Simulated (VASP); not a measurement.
# Si16N (a cell with a defect) in VASP: single point with PBEsol

Aim: the single point of Si16N (a cell with a defect) with PBEsol.

Everything below comes from runs of VASP 6.6.1. Logs are shortened: lines on timing, memory, paths and dates and some standing lists are left out, and cuts for length are marked.

**1. The cell of the first run**

The cell holds a defect, 17 atoms: a = 7.679 Å, b = 7.679 Å, c = 7.679 Å, α = 60.00°, β = 60.00°, γ = 60.00°.

**2. Single point, PBEsol, collinear spin, ferromagnetic start**

Contents of INCAR:

```
PREC     = Accurate       # precision mode
ENCUT    = 520            # plane-wave cutoff, eV
EDIFF    = 1E-7           # SCF threshold, eV
ISMEAR   = 0              # smearing method
SIGMA    = 0.02           # smearing width, eV
LREAL    = Auto         
LASPH    = T              # aspherical terms in the spheres
NELM     = 150            # most SCF steps
ALGO     = Normal         # electronic algorithm
ISIF     = 2              # what is computed and relaxed
LWAVE    = F              # write WAVECAR
LCHARG   = F              # write CHGCAR
ISPIN    = 2              # spin polarisation
MAGMOM   = 0 0 0 0 0 0 0 0 0 0 0 0 0 0 0 0 1 # initial moments
LORBIT   = 11             # projections on sites
GGA      = PS             # functional
NBANDS   = 52             # bands
```

Contents of KPOINTS:

```
Automatic mesh
0
Gamma
  2 2 2
```

Contents of POSCAR:

```
Si16N
1.0
    0.0000000000      5.4300000000      5.4300000000
    5.4300000000      0.0000000000      5.4300000000
    5.4300000000      5.4300000000      0.0000000000
Si N
16 1
Direct
    0.0161901612      0.0165516210     -0.0489137138
    0.1049503849      0.1053380333      0.1281110398
   -0.0061294916     -0.0059545711      0.4988576495
    0.1410855578      0.1413643756      0.5765108780
    0.0552602232      0.4727298474     -0.0002905088
    0.1049619411      0.6620018272      0.1281025755
   -0.0061807197      0.5136033908      0.4988187576
    0.1325554691      0.6211883418      0.6252966727
    0.4725000562      0.0555552361     -0.0005179695
    0.6616174196      0.1053693002      0.1281070689
    0.5132667352     -0.0059464629      0.4988623663
    0.6210195507      0.1330524442      0.6249644690
    0.4723579847      0.4727777992     -0.0003136197
    0.6345467111      0.6342849528      0.0967508834
    0.5076180974      0.5082072774      0.4765971797
    0.6210204544      0.6211941341      0.6252688069
    0.3260151649      0.3263436527      1.0217034643
```

Potentials or basis: VASP PAW PBE potentials, release 64 (Si, N).

Run with:

```
> cat potpaw_PBE.64/Si/POTCAR potpaw_PBE.64/N/POTCAR > POTCAR
> mpirun -np 1 vasp_std > vasp.out
```

OUTCAR:

```text
PREC = Accurate
   ENCUT = 520
   EDIFF = 1E-7
   ISMEAR = 0
   LREAL = Auto
   LASPH = T
   NELM = 150
   ISIF = 2
   ISPIN = 2
   LORBIT = 11
   GGA = PS

 ion  position               nearest neighbor table
   1  0.016  0.017  0.951-   6 2.26   2 2.26  10 2.26   4 2.35
   2  0.105  0.105  0.128-   1 2.26   3 2.33   5 2.37   9 2.37
   3  0.994  0.994  0.499-   2 2.33   8 2.34  12 2.34   4 2.35
   4  0.141  0.141  0.577-   1 2.35  11 2.35   3 2.35   7 2.35
   5  0.055  0.473  1.000-  17 1.85   6 2.37   2 2.37   8 2.37  14 2.65
   6  0.105  0.662  0.128-   1 2.26   7 2.33   5 2.37  13 2.37
   7  0.994  0.514  0.499-   6 2.33   8 2.34  16 2.34   4 2.35
   8  0.133  0.621  0.625-   7 2.34   3 2.34  15 2.36   5 2.37
   9  0.473  0.056  0.999-  17 1.86  10 2.37   2 2.37  12 2.37  14 2.66
  10  0.662  0.105  0.128-   1 2.26  11 2.33  13 2.37   9 2.37
  11  0.513  0.994  0.499-  10 2.33  16 2.34  12 2.34   4 2.35
  12  0.621  0.133  0.625-   3 2.34  11 2.34  15 2.36   9 2.37
  13  0.472  0.473  1.000-  17 1.85   6 2.37  10 2.37  16 2.37  14 2.65
  14  0.635  0.634  0.097-  15 2.38   5 2.65  13 2.65   9 2.66
  15  0.508  0.508  0.477-  16 2.36   8 2.36  12 2.36  14 2.38
  16  0.621  0.621  0.625-   7 2.34  11 2.34  15 2.36  13 2.37
  17  0.326  0.326  0.022-   5 1.85  13 1.85   9 1.86

  LATTYP: Found a face centered cubic cell.
 ALAT       =    10.8600000000

  Lattice vectors:

 A1 = (   0.0000000000,   5.4300000000,   5.4300000000)
 A2 = (   5.4300000000,   0.0000000000,   5.4300000000)
 A3 = (   5.4300000000,   5.4300000000,   0.0000000000)

Analysis of symmetry for initial positions (statically):
=====================================================================
 Subroutine PRICEL returns:
 Original cell was already a primitive cell.

 Routine SETGRP: Setting up the symmetry group for a
 face centered cubic supercell.

 Subroutine GETGRP returns: Found  1 space group operations
 (whereof  1 operations were pure point group operations)
 out of a pool of 48 trial point group operations.

The static configuration has the point symmetry C_1 .

Analysis of symmetry for dynamics (positions and initial velocities):
=====================================================================
 Subroutine PRICEL returns:
 Original cell was already a primitive cell.

 Routine SETGRP: Setting up the symmetry group for a
 face centered cubic supercell.

 Subroutine GETGRP returns: Found  1 space group operations
 (whereof  1 operations were pure point group operations)
 out of a pool of 48 trial point group operations.

The dynamic configuration has the point symmetry C_1 .

Analysis of structural, dynamic, and magnetic symmetry:
=====================================================================
 Subroutine PRICEL returns:
 Original cell was already a primitive cell.

 Routine SETGRP: Setting up the symmetry group for a
 face centered cubic supercell.

 Subroutine GETGRP returns: Found  1 space group operations
 (whereof  1 operations were pure point group operations)
 out of a pool of 48 trial point group operations.

The overall configuration has the point symmetry C_1 .

 Subroutine INISYM returns: Found  1 space group operations
 (whereof  1 operations are pure point group operations),
 and found     1 'primitive' translations

----------------------------------------------------------------------------------------

                                     Primitive cell

  volume of cell :     320.2060

  direct lattice vectors                    reciprocal lattice vectors
     0.000000000  5.430000000  5.430000000    -0.092081031  0.092081031  0.092081031
     5.430000000  0.000000000  5.430000000     0.092081031 -0.092081031  0.092081031
     5.430000000  5.430000000  0.000000000     0.092081031  0.092081031 -0.092081031

  length of vectors
     7.679179644  7.679179644  7.679179644     0.159489025  0.159489025  0.159489025

  position of ions in fractional coordinates (direct lattice)
     0.016190161  0.016551621  0.951086286
     0.104950385  0.105338033  0.128111040
     0.993870508  0.994045429  0.498857650
[... 72 lines left out ...]
   number of dos      NEDOS =    301   number of ions     NIONS =     17
   total plane-waves  NPLWV = 216000
   dimension x,y,z NGX =    60 NGY =   60 NGZ =   60
   dimension x,y,z NGXF=   120 NGYF=  120 NGZF=  120
   ions per type =              16   1
   NGX,Y,Z   is equivalent  to a cutoff of  12.99, 12.99, 12.99 a.u.
   NGXF,Y,Z  is equivalent  to a cutoff of  25.98, 25.98, 25.98 a.u.
 SYSTEM =  unknown system
   PREC   = accura    normal or accurate (medium, high low for compatibility)
   ISTART =      0    job   : 0-new  1-cont  2-samecut
   ICHARG =      2    charge: 1-file 2-atom 10-const
   ISPIN  =      2    spin polarized calculation?
   LNONCOLLINEAR =      F non collinear calculations
   LSORBIT =      F    spin-orbit coupling
   LASPH  =      T    aspherical Exc in radial PAW
   ENCUT  =  520.0 eV  38.22 Ry    6.18 a.u.  14.28 14.28 14.28*2*pi/ulx,y,z
   NELM   =    150;   NELMIN=  2; NELMDL= -5     # of ELM steps
   EDIFF  = 0.1E-06   stopping-criterion for ELM
   LREAL  =      T    real-space projection
   EDIFFG = 0.1E-05   stopping-criterion for IOM
   NSW    =      0    number of steps for IOM
   IBRION =     -1    ionic relax: 0-MD 1-quasi-New 2-CG
   NFREE  =      0    steps in history (QN), initial steepest desc. (CG)
   ISIF   =      2    stress and relaxation
   ISYM   =      2    0-nonsym 1-usesym 2-fastsym
   POTIM  = 0.5000    time-step for ionic-motion
   TEBEG  =    0.0;   TEEND  =   0.0 temperature during run
   PSTRESS=    0.0 pullay stress
   NELECT =      69.0000    total number of electrons
   NUPDOWN=      -1.0000    fix difference up-down
   EMIN   =  10.00;   EMAX   =-10.00  energy-range for DOS
   EFERMI =   0.00;   METHOD = LEGACY
   ISMEAR =     0;   SIGMA  =   0.02  broadening in eV -4-tet -1-fermi 0-gaus
   EFERMI_NEDOS =   21; number of points for ismear=-14 and -15
   IALGO  =     38    algorithm
   IMIX   =      4    mixing-type and parameters
     AMIX     =   0.40;   BMIX     =  1.00
     AMIX_MAG =   1.60;   BMIX_MAG =  1.00
  volume/ion in A,a.u.               =      18.84       127.11
  Fermi-wavevector in a.u.,A,eV,Ry     =   0.981480  1.854728 13.106528  0.963303
  Thomas-Fermi vector in A             =   2.112490
   LORBIT       =     11    0 simple, 1 ext, 2 COOP (PROOUT), +10 PAW based schemes
   GGA     = PS    functional components
   LHFCALC =     F    Hartree Fock is set to
   AEXX    =    0.0000 exact exchange contribution
   IVDW    =     0    specifies the selected vdW correction
   LEPSILON=     F    determine dielectric tensor
   LRPA    =     F    only Hartree local field effects (RPA)
 spin polarized calculation
 Gauss-broadening in eV      SIGMA  =   0.02
  energy-cutoff  :      520.00
  volume of cell :      320.21
 maximum number of plane-waves:      8646
 NGX is ok and might be reduce to    60
   NGX = 29   NGY = 29   NGZ = 29

 number of electron      69.0000000 magnetization       0.2489667

 Free energy of the ion-electron system (eV)
  ---------------------------------------------------
  ext. energy  EPLUGINS =         0.00000000
  ---------------------------------------------------
  free energy    TOTEN  =       -96.96819297 eV

  energy without entropy =      -96.96623763  energy(sigma->0) =      -96.96721530

 E-fermi :   5.7567     XC(G=0):  -9.7090

 val. band max:        5.7145139579   @ k =   0.5000   0.0000   0.0000
 cond. band min:       5.7624320845   @ k =   0.0000   0.5000   0.0000
 fundamental gap:      0.0479181267
 Fermi energy:         5.7567010083

 spin component 1

 k-point     1 :       0.0000    0.0000    0.0000
  band No.  band energies     occupation
      1     -10.0691      1.00000
      2      -5.6545      1.00000
      3      -4.1761      1.00000
      4      -4.1750      1.00000
      5      -3.8565      1.00000
      6      -3.1018      1.00000
[... 381 lines left out ...]
     45       9.9493      0.00000
     46      10.1946      0.00000
 Fermi energy:         5.7567010083

 spin component 2

 k-point     1 :       0.0000    0.0000    0.0000
  band No.  band energies     occupation
      1     -10.0387      1.00000
      2      -5.6411      1.00000
      3      -4.1591      1.00000
      4      -4.1581      1.00000
      5      -3.8441      1.00000
      6      -3.0875      1.00000
[... 381 lines left out ...]
     45       9.9592      0.00000
     46      10.2069      0.00000
 [bands above 46 left out]

------------------------ aborting loop because EDIFF is reached ----------------------------------------

  FORCE on cell =-STRESS in cart. coord.  units (eV):
  Direction    XX          YY          ZZ          XY          YZ          ZX
  --------------------------------------------------------------------------------------
  -------------------------------------------------------------------------------------
  Total        3.0133578      3.0126053      3.0108038     -0.3191828      0.3319486      0.3184289
  in kB       15.0775856     15.0738206     15.0648062     -1.5970575      1.6609322      1.5932855
  external PRESSURE =      15.0720708 kB  Pullay stress =       0.0000000 kB

 VOLUME and BASIS-vectors are now :
 -----------------------------------------------------------------------------
  energy-cutoff  :      520.00
  volume of cell :      320.21
      direct lattice vectors                 reciprocal lattice vectors
     0.000000000  5.430000000  5.430000000    -0.092081031  0.092081031  0.092081031
     5.430000000  0.000000000  5.430000000     0.092081031 -0.092081031  0.092081031
     5.430000000  5.430000000  0.000000000     0.092081031  0.092081031 -0.092081031

 POSITION                                       TOTAL-FORCE (eV/Angst)
 -----------------------------------------------------------------------------------
      5.25427      5.25231      0.17779        -0.024619     -0.028067      0.028041
      1.26763      1.26552      1.14187        -0.002314      0.007110     -0.022628
      8.10646      8.10551     10.79438         0.017951      0.014166      0.005028
      3.89806      3.89655      1.53370        -0.014181     -0.015874      0.015499
      7.99535      5.72849      2.86699         0.007096     -0.033149     -0.010754
      4.29027      1.26554      4.16461         0.028186      0.003219     -0.001887
[... 9 lines left out ...]
      6.76829      6.76735      6.74523         0.000645     -0.005624      0.011288
      1.88990      1.88811      3.54231         0.007374      0.020557     -0.019824
 -----------------------------------------------------------------------------------
    total drift:                               -0.015978     -0.009253      0.008788

  FREE ENERGIE OF THE ION-ELECTRON SYSTEM (eV)
  ---------------------------------------------------
  free  energy   TOTEN  =       -96.9681929663 eV

  energy  without entropy=      -96.9662376327  energy(sigma->0) =      -96.96721530

 total charge

# of ion       s       p       d       tot
------------------------------------------
    1        0.753   1.009   0.000   1.762
    2        0.778   0.918   0.000   1.696
    3        0.742   0.952   0.000   1.694
    4        0.745   0.942   0.000   1.687
    5        0.737   0.910   0.000   1.647
    6        0.778   0.918   0.000   1.696
[... 9 lines left out ...]
   16        0.751   0.940   0.000   1.691
   17        1.286   2.444   0.000   3.730
--------------------------------------------------
tot         13.400  17.226   0.000  30.626

 magnetization (x)

# of ion       s       p       d       tot
------------------------------------------
    1        0.001   0.002   0.000   0.003
    2        0.000   0.004   0.000   0.005
    3        0.000   0.004   0.000   0.004
    4       -0.000  -0.000   0.000  -0.001
    5        0.000   0.006   0.000   0.006
    6        0.000   0.004   0.000   0.005
[... 9 lines left out ...]
   16        0.001   0.010   0.000   0.011
   17        0.002   0.020   0.000   0.021
--------------------------------------------------
tot          0.008   0.108   0.000   0.116
```

Run time: 24 min. Hardware: 1 thread of Intel Xeon 8259CL, shared host; peak memory 0.71 GiB.

What came out:

- Free energy: -96.9682 eV
- Pressure: 1.5 GPa
- Largest force: 0.047 eV/Å
- Net moment: 0.25 μB per cell
- Site moments: Si +0.00, +0.01, -0.00 (each value once); N +0.02 μB
- Valence electrons inside the program's atomic spheres: Si 1.76, 1.70, 1.69, 1.65, 1.58 (each value once); N 3.73

Forces in eV/Å, atoms in the order of the input:
```
Si  -0.025 -0.028  0.028
Si  -0.002  0.007 -0.023
Si   0.018  0.014  0.005
Si  -0.014 -0.016  0.015
Si   0.007 -0.033 -0.011
Si   0.028  0.003 -0.002
Si  -0.010  0.018 -0.018
Si   0.000 -0.011  0.006
Si  -0.024  0.010 -0.010
Si  -0.002  0.023 -0.007
Si   0.017 -0.005 -0.014
Si  -0.006  0.001 -0.001
Si   0.007  0.011  0.031
Si   0.016  0.002 -0.003
Si  -0.020 -0.010  0.010
Si   0.001 -0.006  0.011
N    0.007  0.021 -0.020
```

Stress tensor (GPa, compression positive):
```
 1.51 -0.16  0.16
-0.16  1.51  0.17
 0.16  0.17  1.51
```

Caveat: the k points lie up to 0.50 Å⁻¹ apart; the PAW data sets were made with another functional, which shifts forces and pressure a little.
